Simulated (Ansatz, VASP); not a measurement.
**Two plane-wave programs on MnS**

```
CELL_PARAMETERS angstrom
0.00000 2.60450 2.60450
2.60450 0.00000 2.60450
2.60450 2.60450 0.00000
ATOMIC_POSITIONS crystal
Mn 0.00000 0.00000 0.00000
S 0.50000 0.50000 0.50000
```

Alike in both runs: task relaxation of cell and atoms; functional BLYP; dispersion D4; k mesh 9 × 9 × 9; occupations fermi-dirac, width 0.05 eV; collinear spin.

|  | VASP | Ansatz |
| --- | --- | --- |
| version | VASP 6.6.1 | Ansatz 0.2.0 |
| potentials or method | VASP PAW PBE potentials, release 64 (Mn_pv, S) | Ansatz PAW |
| plane-wave cutoff (eV) | 600 | 420 |
| valence electrons in the cell | 19 | 21 |

```csv
,VASP,Ansatz,Ansatz less VASP
"gap on the k mesh at the Fermi level, each at its own relaxed structure (eV)",none,none,-
net moment per atom (μB),2.01,2.01,+0.004
size of the moment on the site where the two differ most (μB),3.72,3.63,-0.090
relaxed volume (Å³/atom),15.34,15.36,+0.014
relaxed cell length with the largest relative difference (Å),3.514,3.515,+0.0011
```

VASP's potentials were made for PBE, not for BLYP. Site moments also hang on the region over which each program counts them. A gap of «none» marks a metal or a gap that the smearing closes. VASP's potentials hold 19 valence electrons a cell and Ansatz's 21, so a difference there can come from the potentials and not from the codes.

Noted on Ansatz's run: the plane-wave basis is chosen anew once the cell has moved, so the energies of steps on either side of that aren't comparable.
